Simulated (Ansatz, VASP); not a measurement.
## Two plane-wave programs on Au

```
CELL_PARAMETERS angstrom
2.89029 0.00000 0.00000
-1.44515 2.50307 0.00000
0.00000 0.00000 4.86472
ATOMIC_POSITIONS crystal
Au 0.33333 0.66667 0.75000
Au 0.66667 0.33333 0.25000
```

Alike in both runs: task single point; functional r2SCAN; k mesh 12 × 12 × 8; occupations gaussian, width 0.15 eV; no spin polarisation.

```csv
,VASP,Ansatz
version,VASP 6.6.1,Ansatz 0.2.0
potentials or method,"VASP PAW PBE potentials, release 64 (Au), cutoff 520 eV","scalar-relativistic, plane waves, PAW"
valence electrons in the cell,22,38
```

```csv
,VASP,Ansatz,Ansatz less VASP
gap on the k mesh at the Fermi level (eV),none,none,-
pressure (GPa),0.4,0.2,-0.26
"traceless stress, the component that is largest in VASP (GPa)",-0.96,-0.93,+0.035
```

VASP's potentials were made for PBE, not for r2SCAN. A gap of «none» marks a metal or a gap that the smearing closes. The functional is the same, so the differences come from potentials, cutoffs and numerics. VASP's potentials hold 22 valence electrons a cell and Ansatz's 38, so a difference there can come from the potentials and not from the codes.

Spin-orbit coupling is off throughout.
